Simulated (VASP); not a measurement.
# S (Fd-3m) in VASP: a series of runs, part 2 of 2

VASP 6.6.1. Earlier steps stand in the parts before.

### Step 4. Single point, PBE

This run uses another cell than the first one, of 25.75 Å³/atom.

INCAR

```
SYSTEM = S
PREC     = Accurate       ! precision mode
ENCUT    = 520            ! plane-wave cutoff, eV
EDIFF    = 1E-7           ! SCF threshold, eV
ISMEAR   = -1             ! smearing method
SIGMA    = 0.06122561905347299 ! smearing width, eV
LREAL    = .FALSE.        ! projectors in reciprocal space
LASPH    = .TRUE.         ! aspherical terms in the spheres
NELM     = 60             ! most SCF steps
ALGO     = Normal         ! electronic algorithm
ISIF     = 2              ! what is computed and relaxed
LWAVE    = .FALSE.        ! write WAVECAR
LCHARG   = .TRUE.         ! write CHGCAR
GGA      = PE             ! functional
LELF     = .TRUE.         ! ELF
LVHAR    = .TRUE.       
NBANDS   = 13             ! bands
```

KPOINTS

```
regular mesh
0
G
  11 11 11
  0 0 0
```

POSCAR

```
S
1.0
    0.0000000000      2.9530376393      2.9530376393
    2.9530376393      0.0000000000      2.9530376393
    2.9530376393      2.9530376393      0.0000000000
S
2
Direct
    0.0000000000      0.0000000000      0.0000000000
    0.2500000000      0.2500000000      0.2500000000
```

Potentials or basis: VASP PAW PBE potentials, release 64 (S).

On the command line:

```sh
$ cat potpaw_PBE.64/S/POTCAR > POTCAR
$ mpirun -np 1 vasp_std > vasp.out
```

OUTCAR:

```text
SYSTEM = S
   PREC = Accurate
   ENCUT = 520
   EDIFF = 1E-7
   ISMEAR = -1
   LREAL = .FALSE.
   LASPH = .TRUE.
   NELM = 60
   ISIF = 2
   GGA = PE

 ion  position               nearest neighbor table
   1  0.000  0.000  0.000-   2 2.56   2 2.56   2 2.56   2 2.56
   2  0.250  0.250  0.250-   1 2.56   1 2.56   1 2.56   1 2.56

  LATTYP: Found a face centered cubic cell.
 ALAT       =     5.9060752786

  Lattice vectors:

 A1 = (   0.0000000000,   2.9530376393,   2.9530376393)
 A2 = (   2.9530376393,   0.0000000000,   2.9530376393)
 A3 = (   2.9530376393,   2.9530376393,   0.0000000000)

Analysis of symmetry for initial positions (statically):
=====================================================================
 Subroutine PRICEL returns:
 Original cell was already a primitive cell.

 Routine SETGRP: Setting up the symmetry group for a
 face centered cubic supercell.

 Subroutine GETGRP returns: Found 48 space group operations
 (whereof 24 operations were pure point group operations)
 out of a pool of 48 trial point group operations.

The static configuration has the point symmetry T_d .
 The point group associated with its full space group is O_h .

Analysis of symmetry for dynamics (positions and initial velocities):
=====================================================================
 Subroutine PRICEL returns:
 Original cell was already a primitive cell.

 Routine SETGRP: Setting up the symmetry group for a
 face centered cubic supercell.

 Subroutine GETGRP returns: Found 48 space group operations
 (whereof 24 operations were pure point group operations)
 out of a pool of 48 trial point group operations.

The dynamic configuration has the point symmetry T_d .
 The point group associated with its full space group is O_h .

 Subroutine INISYM returns: Found 48 space group operations
 (whereof 24 operations are pure point group operations),
 and found     1 'primitive' translations

[... 116 lines left out ...]
  Fermi-wavevector in a.u.,A,eV,Ry     =   1.007371  1.903656 13.807152  1.014797
  Thomas-Fermi vector in A             =   2.140172
   LORBIT       =      0    0 simple, 1 ext, 2 COOP (PROOUT), +10 PAW based schemes
   GGA     = PE    functional components
   LHFCALC =     F    Hartree Fock is set to
   AEXX    =    0.0000 exact exchange contribution
   IVDW    =     0    specifies the selected vdW correction
   LEPSILON=     F    determine dielectric tensor
   LRPA    =     F    only Hartree local field effects (RPA)
 non-spin polarized calculation
  energy-cutoff  :      520.00
  volume of cell :       51.50
 maximum number of plane-waves:      1411
   NGX = 15   NGY = 15   NGZ = 15

 number of electron      11.9999998 magnetization

 Free energy of the ion-electron system (eV)
  ---------------------------------------------------
  ext. energy  EPLUGINS =         0.00000000
  ---------------------------------------------------
  free energy    TOTEN  =        -6.23583996 eV

  energy without entropy =       -6.21221787  energy(sigma->0) =       -6.22402891

 E-fermi :   2.8236     XC(G=0):  -8.4386

 val. band max:        2.8206175138   @ k =  -0.3636   0.2727   0.0000
 cond. band min:       2.8404118381   @ k =  -0.4545   0.1818   0.0909
 fundamental gap:      0.0197943244
 Fermi energy:         2.8236146685

 k-point     1 :       0.0000    0.0000    0.0000
  band No.  band energies     occupation
      1     -12.4561      2.00000
      2      -6.4862      2.00000
      3      -0.7579      2.00000
      4      -0.7579      2.00000
      5      -0.7579      2.00000
      6       2.0076      2.00000
      7       2.0076      2.00000
      8       2.0076      2.00000
      9       8.4240      0.00000
     10      10.8395      0.00000
     11      10.8395      0.00000
     12      13.3546      0.00000
     13      13.3546      0.00000
[... 354 lines left out ...]
  band No.  band energies     occupation
      1     -11.8338      2.00000
      2      -7.9253      2.00000
      3      -1.9665      2.00000
      4      -1.1736      2.00000
      5      -0.2362      2.00000
      6       2.5866      1.95920
      7       2.6910      1.79435
      8       3.4868      0.00004
      9       9.7478      0.00000
     10      10.0084      0.00000
     11      10.6893      0.00000
     12      13.9193      0.00000
     13      14.0885      0.00000

 [... further k-points ...]
[... 5 lines left out ...]
  --------------------------------------------------------------------------------------
  -------------------------------------------------------------------------------------
  Total       -0.7782512     -0.7782512     -0.7782512      0.0000000     -0.0000000      0.0000000
  in kB      -24.2099249    -24.2099249    -24.2099249      0.0000000     -0.0000000      0.0000000
  external PRESSURE =     -24.2099249 kB  Pullay stress =       0.0000000 kB

 VOLUME and BASIS-vectors are now :
 -----------------------------------------------------------------------------
  energy-cutoff  :      520.00
  volume of cell :       51.50
      direct lattice vectors                 reciprocal lattice vectors
     0.000000000  2.953037639  2.953037639    -0.169317178  0.169317178  0.169317178
     2.953037639  0.000000000  2.953037639     0.169317178 -0.169317178  0.169317178
     2.953037639  2.953037639  0.000000000     0.169317178  0.169317178 -0.169317178

 POSITION                                       TOTAL-FORCE (eV/Angst)
 -----------------------------------------------------------------------------------
      0.00000      0.00000      0.00000        -0.000000     -0.000000      0.000000
      1.47652      1.47652      1.47652         0.000000      0.000000     -0.000000
 -----------------------------------------------------------------------------------
    total drift:                               -0.000000      0.000000      0.000000

  FREE ENERGIE OF THE ION-ELECTRON SYSTEM (eV)
  ---------------------------------------------------
  free  energy   TOTEN  =        -6.2358399574 eV

  energy  without entropy=       -6.2122178701  energy(sigma->0) =       -6.22402891
```

stdout:

```text
POSCAR found type information on POSCAR S
 POSCAR found :  1 types and       2 ions
 scaLAPACK will be used
 LDA part: xc-table for (Slater+PW92), standard interpolation
 POSCAR, INCAR and KPOINTS ok, starting setup
 FFT: planning ... GRIDC
 FFT: planning ... GRID_SOFT
 FFT: planning ... GRID
 WAVECAR not read
 entering main loop
```

Run time: 50 s. Hardware: 1 thread of Intel Xeon 8259CL, shared host; peak memory 0.18 GiB.

Results:

```yaml
Free_energy: -6.2358 eV
Pressure: -2.4 GPa
Band_gap_on_the_k_mesh: zero (bands 6 and 7 overlap by 1.06 eV)
```

### Step 5. Single point, r2SCAN

This run uses another cell than the first one, of 22.35 Å³/atom.

POSCAR

```
S
1.0
    0.0000000000      2.8168451281      2.8168451281
    2.8168451281      0.0000000000      2.8168451281
    2.8168451281      2.8168451281      0.0000000000
S
2
Direct
    0.0000000000      0.0000000000      0.0000000000
    0.2500000000      0.2500000000      0.2500000000
```

INCAR.step1

```
  ALGO = Normal
  EDIFF = 1E-4
  ENCUT = 520
  GGA = PE
  ISMEAR = -1
  LASPH = T
  LCHARG = F
  LREAL = F
  LWAVE = T
  NBANDS = 13
  NELM = 60
  PREC = Accurate
  SIGMA = 0.1
```

INCAR.step2

```
  ALGO = Normal
  EDIFF = 1E-7
  ENCUT = 520
  ISIF = 2
  ISMEAR = -1
  ISTART = 1
  LASPH = T
  LCHARG = F
  LMIXTAU = T
  LREAL = F
  LWAVE = F
  METAGGA = R2SCAN
  NBANDS = 13
  NELM = 60
  PREC = Accurate
  SIGMA = 0.1
```

KPOINTS

```
k-points
0
Gamma
  10 10 10
```

Potentials or basis: VASP PAW PBE potentials, release 64 (S).

On the command line:

```sh
$ cat potpaw_PBE.64/S/POTCAR > POTCAR
$ cp INCAR.step1 INCAR
$ mpirun -np 1 vasp_std > vasp.out
$ cp INCAR.step2 INCAR
$ mpirun -np 1 vasp_std > vasp.out
```

OUTCAR:

```text
EDIFF = 1E-7
   ENCUT = 520
   ISIF = 2
   ISMEAR = -1
   ISTART = 1
   LASPH = T
   LREAL = F
   METAGGA = R2SCAN
   NELM = 60
   PREC = Accurate

 ion  position               nearest neighbor table
   1  0.000  0.000  0.000-   2 2.44   2 2.44   2 2.44   2 2.44
   2  0.250  0.250  0.250-   1 2.44   1 2.44   1 2.44   1 2.44

  LATTYP: Found a face centered cubic cell.
 ALAT       =     5.6336902562

  Lattice vectors:

 A1 = (   0.0000000000,   2.8168451281,   2.8168451281)
 A2 = (   2.8168451281,   0.0000000000,   2.8168451281)
[... 562 lines left out ...]
      8       6.0335      0.00000
      9      10.1484      0.00000
     10      12.6568      0.00000
     11      14.4320      0.00000
     12      15.5590      0.00000
     13      16.3564      0.00000

 [... further k-points ...]
[... 5 lines left out ...]
  --------------------------------------------------------------------------------------
  -------------------------------------------------------------------------------------
  Total        0.9381983      0.9381983      0.9381983     -0.0000000      0.0000000     -0.0000000
  in kB       33.6268608     33.6268608     33.6268608     -0.0000000      0.0000000     -0.0000000
  external PRESSURE =      33.6268608 kB  Pullay stress =       0.0000000 kB

 VOLUME and BASIS-vectors are now :
 -----------------------------------------------------------------------------
  energy-cutoff  :      520.00
  volume of cell :       44.70
      direct lattice vectors                 reciprocal lattice vectors
     0.000000000  2.816845128  2.816845128    -0.177503546  0.177503546  0.177503546
     2.816845128  0.000000000  2.816845128     0.177503546 -0.177503546  0.177503546
     2.816845128  2.816845128  0.000000000     0.177503546  0.177503546 -0.177503546

 POSITION                                       TOTAL-FORCE (eV/Angst)
 -----------------------------------------------------------------------------------
      0.00000      0.00000      0.00000        -0.000000     -0.000000     -0.000000
      1.40842      1.40842      1.40842         0.000000      0.000000      0.000000
 -----------------------------------------------------------------------------------
    total drift:                                0.000000     -0.000000      0.000000

  FREE ENERGIE OF THE ION-ELECTRON SYSTEM (eV)
  ---------------------------------------------------
  free  energy   TOTEN  =       -13.7266529598 eV

  energy  without entropy=      -13.6686028618  energy(sigma->0) =      -13.69762791
```

OUTCAR.step1:

```text
EDIFF = 1E-4
   ENCUT = 520
   GGA = PE
   ISMEAR = -1
   LASPH = T
   LREAL = F
[... 605 lines left out ...]
 -----------------------------------------------------------------------------------
      0.00000      0.00000      0.00000        -0.000000     -0.000000     -0.000000
      1.40842      1.40842      1.40842         0.000000      0.000000      0.000000
 -----------------------------------------------------------------------------------
    total drift:                                0.000000     -0.000000      0.000000

  FREE ENERGIE OF THE ION-ELECTRON SYSTEM (eV)
  ---------------------------------------------------
  free  energy   TOTEN  =        -6.2314157484 eV

  energy  without entropy=       -6.1714947317  energy(sigma->0) =       -6.20145524
```

Wall time 2.6 min (1 thread of Intel Xeon 8259CL, shared host); peak memory 0.17 GiB.

Results:

| Quantity | Value |
| --- | --- |
| Free energy | -13.7267 eV |
| Pressure | 3.4 GPa |
| Band gap on the k mesh | zero (bands 6 and 7 overlap by 1.53 eV) |

Caveat: the cell stands under pressure; the PAW data sets were made with another functional, which shifts forces and pressure a little.

### Step 6. Overview

| level | cell | k mesh | smearing | gap on the mesh (eV) | pressure (GPa) |
| --- | --- | --- | --- | --- | --- |
| PBE | a = 4.150 Å, angles 60.0°, 2 atoms | 11 × 11 × 11 | fermi-dirac 0.0612256 eV | none | -1.7 |
| PBE | a = 4.176 Å, angles 60.0°, 2 atoms | 11 × 11 × 11 | fermi-dirac 0.0612256 eV | none | -2.4 |
| r2SCAN | a = 3.984 Å, angles 60.0°, 2 atoms | 10 × 10 × 10 | fermi-dirac 0.1 eV | none | 3.4 |

Alike in all rows: task single point; potentials or basis VASP PAW PBE potentials, release 64 (S); no spin polarisation; cutoff (eV) 520.

Caveats: the cell stands under pressure (at least some runs); the PAW data sets were made with another functional, which shifts forces and pressure a little (at least some runs).

Absolute energies hang on the potentials; compare differences alone.

The gap in the log of VASP goes by the Fermi energy; the results here count the filled bands.